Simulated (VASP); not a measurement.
# Al (Fm-3m) in VASP: further runs, part 2 of 2

VASP 6.6.1. The steps go on from the part before.

**4. Single point, PBE**

The input, INCAR:

```
SYSTEM = Al
PREC     = Accurate       ! precision mode
ENCUT    = 520            ! plane-wave cutoff, eV
EDIFF    = 1E-6           ! SCF threshold, eV
ISMEAR   = 1              ! smearing method
SIGMA    = 0.1            ! smearing width, eV
LREAL    = .False.        ! projectors in reciprocal space
LASPH    = .True.         ! aspherical terms in the spheres
NELM     = 60             ! most SCF steps
ALGO     = Normal         ! electronic algorithm
ISIF     = 2              ! what is computed and relaxed
LWAVE    = .False.        ! write WAVECAR
LCHARG   = .False.        ! write CHGCAR
GGA      = PE             ! functional
NBANDS   = 8              ! bands
```

The input, KPOINTS:

```
regular mesh
0
Gamma
  13 13 13
  0 0 0
```

The input, POSCAR:

```
Al
1.0
    0.0000000000      2.0199630948      2.0199630948
    2.0199630948      0.0000000000      2.0199630948
    2.0199630948      2.0199630948      0.0000000000
Al
1
Direct
    0.0000000000      0.0000000000      0.0000000000
```

Potentials or basis: VASP PAW PBE potentials, release 64 (Al).

On the command line:

```console
cat potpaw_PBE.64/Al/POTCAR > POTCAR
mpirun -np 1 vasp_std > vasp.out
```

OUTCAR:

```text
SYSTEM = Al
   PREC = Accurate
   ENCUT = 520
   EDIFF = 1E-6
   ISMEAR = 1
   LREAL = .False.
   LASPH = .True.
   NELM = 60
   ISIF = 2
   GGA = PE

 ion  position               nearest neighbor table
   1  0.000  0.000  0.000-

  LATTYP: Found a face centered cubic cell.
 ALAT       =     4.0399261896

  Lattice vectors:

 A1 = (   0.0000000000,   2.0199630948,   2.0199630948)
 A2 = (   2.0199630948,   0.0000000000,   2.0199630948)
 A3 = (   2.0199630948,   2.0199630948,   0.0000000000)

Analysis of symmetry for initial positions (statically):
[... 435 lines left out ...]
      2       6.5813      2.00000
      3      15.0953      0.00000
      4      16.2275      0.00000
      5      17.9892      0.00000
      6      24.0178      0.00000
      7      26.0344      0.00000
      8      27.8934      0.00000

 [... further k-points ...]
[... 5 lines left out ...]
  --------------------------------------------------------------------------------------
  -------------------------------------------------------------------------------------
  Total       -0.0040300     -0.0040300     -0.0040300      0.0000000      0.0000000      0.0000000
  in kB       -0.3917043     -0.3917043     -0.3917043      0.0000000      0.0000000      0.0000000
  external PRESSURE =      -0.3917043 kB  Pullay stress =       0.0000000 kB

 VOLUME and BASIS-vectors are now :
 -----------------------------------------------------------------------------
  energy-cutoff  :      520.00
  volume of cell :       16.48
      direct lattice vectors                 reciprocal lattice vectors
     0.000000000  2.019963095  2.019963095    -0.247529275  0.247529275  0.247529275
     2.019963095  0.000000000  2.019963095     0.247529275 -0.247529275  0.247529275
     2.019963095  2.019963095  0.000000000     0.247529275  0.247529275 -0.247529275

 POSITION                                       TOTAL-FORCE (eV/Angst)
 -----------------------------------------------------------------------------------
      0.00000      0.00000      0.00000         0.000000      0.000000      0.000000
 -----------------------------------------------------------------------------------
    total drift:                                0.000000     -0.000000     -0.000000

  FREE ENERGIE OF THE ION-ELECTRON SYSTEM (eV)
  ---------------------------------------------------
  free  energy   TOTEN  =        -3.7422078728 eV

  energy  without entropy=       -3.7419546593  energy(sigma->0) =       -3.74212347
```

OSZICAR:

```text
N       E                     dE             d eps       ncg     rms          rms(c)
DAV:   1    -0.236939330993E+01   -0.23694E+01   -0.88357E+02  1344   0.205E+02
DAV:   2    -0.375761819617E+01   -0.13882E+01   -0.12639E+01  1904   0.183E+01
DAV:   3    -0.376467030739E+01   -0.70521E-02   -0.70421E-02  1760   0.144E+00
DAV:   4    -0.376468518212E+01   -0.14875E-04   -0.14875E-04  2096   0.600E-02
DAV:   5    -0.376468520735E+01   -0.25225E-07   -0.25242E-07  1760   0.124E-03    0.131E+00
DAV:   6    -0.375171268502E+01    0.12973E-01   -0.16374E-03  1872   0.193E-01    0.761E-01
DAV:   7    -0.374221411725E+01    0.94986E-02   -0.49288E-03  1704   0.314E-01    0.147E-01
DAV:   8    -0.374220987833E+01    0.42389E-05   -0.13708E-05  2016   0.265E-02    0.851E-03
DAV:   9    -0.374220822567E+01    0.16527E-05   -0.86843E-07  1848   0.407E-03    0.700E-04
DAV:  10    -0.374220787281E+01    0.35286E-06   -0.35612E-09  1184   0.428E-04
   1 F= -.37422079E+01 E0= -.37421235E+01  d E =-.253214E-03
```

stdout:

```text
POSCAR found type information on POSCAR Al
 POSCAR found :  1 types and       1 ions
 scaLAPACK will be used
 LDA part: xc-table for (Slater+PW92), standard interpolation
 POSCAR, INCAR and KPOINTS ok, starting setup
 FFT: planning ... GRIDC
 FFT: planning ... GRID_SOFT
 FFT: planning ... GRID
 WAVECAR not read
 entering main loop
```

It took 6.5 s on 1 thread of Intel Xeon Platinum 8375C at 2.90GHz (Ice Lake), shared host; peak memory 0.13 GiB.

Results:

```
Free energy : -3.7422 eV
Pressure    : 0.0 GPa
```

**5. Single point, PBE**

The input, INCAR:

```
PREC = Accurate
ENCUT = 520
EDIFF = 1E-7
ISMEAR = -1
SIGMA = 0.1
LREAL = F
LASPH = T
NELM = 80
ALGO = Normal
ISIF = 2
LWAVE = F
LCHARG = T
GGA = PE
LELF = T
LVHAR = T
NBANDS = 8
```

The input, KPOINTS:

```
regular mesh
0
Gamma
  7 7 7
```

The input, POSCAR:

```
Al
1.0
    0.0000000000      2.0199631025      2.0199631025
    2.0199631025      0.0000000000      2.0199631025
    2.0199631025      2.0199631025      0.0000000000
Al
1
Direct
    0.0000000000      0.0000000000      0.0000000000
```

Potentials or basis: VASP PAW PBE potentials, release 64 (Al).

On the command line:

```console
cat potpaw_PBE.64/Al/POTCAR > POTCAR
mpirun -np 1 vasp_std > vasp.out
```

OUTCAR:

```text
PREC = Accurate
   ENCUT = 520
   EDIFF = 1E-7
   ISMEAR = -1
   LREAL = F
   LASPH = T
   NELM = 80
   ISIF = 2
   GGA = PE

 ion  position               nearest neighbor table
   1  0.000  0.000  0.000-

  LATTYP: Found a face centered cubic cell.
 ALAT       =     4.0399262050

  Lattice vectors:

 A1 = (   0.0000000000,   2.0199631025,   2.0199631025)
 A2 = (   2.0199631025,   0.0000000000,   2.0199631025)
 A3 = (   2.0199631025,   2.0199631025,   0.0000000000)

Analysis of symmetry for initial positions (statically):
=====================================================================
 Subroutine PRICEL returns:
 Original cell was already a primitive cell.

 Routine SETGRP: Setting up the symmetry group for a
 face centered cubic supercell.

 Subroutine GETGRP returns: Found 48 space group operations
 (whereof 48 operations were pure point group operations)
 out of a pool of 48 trial point group operations.

The static configuration has the point symmetry O_h .

Analysis of symmetry for dynamics (positions and initial velocities):
=====================================================================
 Subroutine PRICEL returns:
 Original cell was already a primitive cell.

 Routine SETGRP: Setting up the symmetry group for a
 face centered cubic supercell.

 Subroutine GETGRP returns: Found 48 space group operations
 (whereof 48 operations were pure point group operations)
 out of a pool of 48 trial point group operations.

The dynamic configuration has the point symmetry O_h .

 Subroutine INISYM returns: Found 48 space group operations
 (whereof 48 operations are pure point group operations),
 and found     1 'primitive' translations

----------------------------------------------------------------------------------------

                                     Primitive cell

  volume of cell :      16.4839

  direct lattice vectors                    reciprocal lattice vectors
[... 101 lines left out ...]
  volume/ion in A,a.u.               =      16.48       111.24
  Fermi-wavevector in a.u.,A,eV,Ry     =   0.927745  1.753183 11.710674  0.860710
  Thomas-Fermi vector in A             =   2.053847
   LORBIT       =      0    0 simple, 1 ext, 2 COOP (PROOUT), +10 PAW based schemes
   GGA     = PE    functional components
   LHFCALC =     F    Hartree Fock is set to
   AEXX    =    0.0000 exact exchange contribution
   IVDW    =     0    specifies the selected vdW correction
   LEPSILON=     F    determine dielectric tensor
   LRPA    =     F    only Hartree local field effects (RPA)
 non-spin polarized calculation
  energy-cutoff  :      520.00
  volume of cell :       16.48
 maximum number of plane-waves:       459
 NGX is ok and might be reduce to    24
   NGX = 11   NGY = 11   NGZ = 11

 number of electron       3.0000000 magnetization

 Free energy of the ion-electron system (eV)
  ---------------------------------------------------
  ext. energy  EPLUGINS =         0.00000000
  ---------------------------------------------------
  free energy    TOTEN  =        -3.79928027 eV

  energy without entropy =       -3.78844880  energy(sigma->0) =       -3.79386454

 E-fermi :   8.0637     XC(G=0): -10.1994

 val. band max:        7.4083682198   @ k =   0.4286   0.1429   0.0000
 cond. band min:       8.1425444864   @ k =  -0.2857   0.2857   0.0000
 fundamental gap:      0.7341762666
 Fermi energy:         8.0636678418

 k-point     1 :       0.0000    0.0000    0.0000
  band No.  band energies     occupation
      1      -3.1299      2.00000
      2      20.6360      0.00000
      3      20.6360      0.00000
      4      20.6360      0.00000
      5      22.1356      0.00000
      6      22.1356      0.00000
      7      22.1356      0.00000
      8      24.4854      0.00000
[... 199 lines left out ...]
 k-point    20 :      -0.2857    0.4286    0.1429
  band No.  band energies     occupation
      1       6.1323      2.00000
      2       6.7819      1.99999
      3       8.2348      0.30599
      4      11.3033      0.00000
      5      20.7127      0.00000
      6      25.1506      0.00000
      7      25.7774      0.00000
      8      27.4088      0.00000

------------------------ aborting loop because EDIFF is reached ----------------------------------------

  FORCE on cell =-STRESS in cart. coord.  units (eV):
  Direction    XX          YY          ZZ          XY          YZ          ZX
  --------------------------------------------------------------------------------------
  -------------------------------------------------------------------------------------
  Total       -0.0292907     -0.0292907     -0.0292907     -0.0000000      0.0000000      0.0000000
  in kB       -2.8469472     -2.8469472     -2.8469472     -0.0000000      0.0000000      0.0000000
  external PRESSURE =      -2.8469472 kB  Pullay stress =       0.0000000 kB

 VOLUME and BASIS-vectors are now :
 -----------------------------------------------------------------------------
  energy-cutoff  :      520.00
  volume of cell :       16.48
      direct lattice vectors                 reciprocal lattice vectors
     0.000000000  2.019963103  2.019963103    -0.247529274  0.247529274  0.247529274
     2.019963103  0.000000000  2.019963103     0.247529274 -0.247529274  0.247529274
     2.019963103  2.019963103  0.000000000     0.247529274  0.247529274 -0.247529274

 POSITION                                       TOTAL-FORCE (eV/Angst)
 -----------------------------------------------------------------------------------
      0.00000      0.00000      0.00000         0.000000      0.000000      0.000000
 -----------------------------------------------------------------------------------
    total drift:                                0.000000     -0.000000     -0.000000

  FREE ENERGIE OF THE ION-ELECTRON SYSTEM (eV)
  ---------------------------------------------------
  free  energy   TOTEN  =        -3.7992802715 eV

  energy  without entropy=       -3.7884488001  energy(sigma->0) =       -3.79386454
```

OSZICAR:

```text
N       E                     dE             d eps       ncg     rms          rms(c)
DAV:   1    -0.241311552909E+01   -0.24131E+01   -0.74106E+02   320   0.189E+02
DAV:   2    -0.381424938939E+01   -0.14011E+01   -0.13857E+01   448   0.189E+01
DAV:   3    -0.382148448764E+01   -0.72351E-02   -0.72333E-02   432   0.141E+00
DAV:   4    -0.382149793591E+01   -0.13448E-04   -0.13448E-04   488   0.546E-02
DAV:   5    -0.382149803290E+01   -0.96988E-07   -0.97270E-07   456   0.294E-03    0.131E+00
DAV:   6    -0.380871645183E+01    0.12782E-01   -0.15736E-03   432   0.191E-01    0.765E-01
DAV:   7    -0.379928571566E+01    0.94307E-02   -0.47897E-03   424   0.313E-01    0.148E-01
DAV:   8    -0.379928237257E+01    0.33431E-05   -0.11673E-05   456   0.244E-02    0.904E-03
DAV:   9    -0.379928063189E+01    0.17407E-05   -0.90329E-07   440   0.419E-03    0.595E-04
DAV:  10    -0.379928031962E+01    0.31227E-06   -0.35470E-09   448   0.424E-04    0.233E-04
DAV:  11    -0.379928027147E+01    0.48146E-07   -0.15679E-10   256   0.744E-05
   1 F= -.37992803E+01 E0= -.37938645E+01  d E =-.108315E-01
```

It took 2.6 s on 1 thread of Intel Xeon Platinum 8488C (Sapphire Rapids), shared host; peak memory 0.13 GiB.

Results:

* Free energy: -3.7993 eV
* Pressure: -0.3 GPa

Caveat: the k points lie up to 0.38 Å⁻¹ apart.

**6. Summary**

```tsv
k mesh	smearing	gap on the mesh (eV)	pressure (GPa)
13 × 13 × 13	methfessel-paxton 0.01 eV	none	0.1
13 × 13 × 13	methfessel-paxton 0.03 eV	none	0.1
13 × 13 × 13	methfessel-paxton 0.1 eV	none	0.0
7 × 7 × 7	fermi-dirac 0.1 eV	none	-0.3
```

Alike in all rows: task single point; level PBE; potentials or basis VASP PAW PBE potentials, release 64 (Al); no spin polarisation; cell as given; cutoff (eV) 520.

Caveats: some runs use coarse meshes.

Total energies depend on the potentials used, so only differences within one code and one set of settings carry meaning.
